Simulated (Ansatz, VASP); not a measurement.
# Two plane-wave programs on BiTe

```
Bi Te
1.0
     2.42271    1.39875    3.31729
    -2.42271    1.39875    3.31729
     0.00000   -2.79750    3.31729
Bi Te
1 1
Cartesian
  0.0000 0.0000 4.9759
  0.0000 0.0000 0.0000
```

Alike in both runs: task single point; functional r2SCAN; k mesh 12 × 12 × 12; occupations fermi-dirac, width 0.1 eV; no spin polarisation.

|  | VASP | Ansatz |
| --- | --- | --- |
| version | VASP 6.6.1 | Ansatz 0.2.0 |
| potentials or method | VASP PAW PBE potentials, release 64 (Bi_d, Te), cutoff 520 eV | scalar-relativistic, plane waves, PAW |
| valence electrons in the cell | 21 | 31 |

VASP gave:

```
gap on the k mesh at the Fermi level (eV)                     : none
pressure (GPa)                                                : -0.8
traceless stress, the component that is largest in VASP (GPa) : 0.25
```

Question: What did Ansatz give for the same quantities?

Answer: gap on the k mesh at the Fermi level (eV): none; pressure (GPa): -0.7; traceless stress, the component that is largest in VASP (GPa): 0.24.

VASP's potentials were made for PBE, not for r2SCAN. A gap of «none» marks a metal or a gap that the smearing closes. VASP's potentials hold 21 valence electrons a cell and Ansatz's 31, so a difference there can come from the potentials and not from the codes.

Spin-orbit coupling is off throughout.
